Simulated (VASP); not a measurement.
# Lu: relaxation of cell and atoms with PBE

Crystal: Lu.

```
Lu
1.0
    -1.53155    1.53155    1.53155
     1.53155   -1.53155    1.53155
     1.53155    1.53155   -1.53155
Lu
1
Direct
  0.00000 0.00000 0.00000
```

```
Program                : VASP 6.6.1
Task                   : relaxation of cell and atoms
Functional             : PBE
Potentials or basis    : VASP PAW PBE potentials, release 64 (Lu)
Cutoff                 : 600 eV
k mesh                 : 18 × 18 × 18
Occupations            : fermi-dirac, width 0.05 eV
Spin                   : no spin polarisation
Target pressure        : 100 GPa
Dipole correction      : no
Further INCAR settings : ALGO = Normal; EDIFF = 1e-06; IBRION = 2; EDIFFG = -0.005; NSW = 60; ISIF = 3
```

The relaxed volume is 14.54 Å³/atom, the relaxed cell is a = 2.663 Å, b = 2.663 Å, c = 2.663 Å, α = 109.47°, β = 109.47°, γ = 109.47° and the space group after relaxing (to 0.05 Å) is Im-3m (No. 229). The energy change on relaxing (the enthalpy is what falls) is -110.9 meV/atom and the ionic steps are 3. The pressure after relaxing is 100.0 GPa.

The path:
```
step  energy change (eV)  largest force (eV/Å)  pressure (GPa)  volume (Å³)
   1              0.0000                0.0000          103.60        14.37
   2             -0.4098                0.0000           88.80        15.05
   3             -0.1109                0.0000           99.99        14.54
```

Final structure:
```cif
data_structure
_symmetry_space_group_name_H-M 'P 1'
_symmetry_Int_Tables_number 1
_cell_length_a 2.6634
_cell_length_b 2.6634
_cell_length_c 2.6634
_cell_angle_alpha 109.471
_cell_angle_beta 109.471
_cell_angle_gamma 109.471
_cell_volume 14.54
loop_
_atom_site_label
_atom_site_type_symbol
_atom_site_fract_x
_atom_site_fract_y
_atom_site_fract_z
_atom_site_occupancy
Lu1 Lu 0.00000 0.00000 0.00000 1
```

Levels at points of the mesh, in eV from the Fermi level:
| k point | band 10 | band 11 | band 12 | band 13 | band 14 | band 15 | band 16 |
| --- | --- | --- | --- | --- | --- | --- | --- |
| (0.00, 0.00, 0.00) | -4.41 | -4.41 | -4.28 | 2.85 | 2.85 | 2.85 | 7.07 |
| (0.50, 0.00, 0.00) | -4.43 | -4.35 | -4.24 | -0.75 | 5.55 | 7.59 | 9.17 |
| (0.50, 0.50, 0.50) | -4.51 | -4.37 | -4.37 | -4.37 | 12.37 | 12.37 | 12.37 |

Wall time 100 s on 1 thread of Intel(R) Xeon(R) Platinum 8259CL CPU @ 2.50GHz (Skylake/Cascade Lake), on a shared host, peak memory 0.21 GiB.

Caveat: the cell is relaxed towards a set pressure, so the enthalpy falls and the energy may rise; spin-orbit coupling is left out, which moves the levels of the heavy elements.
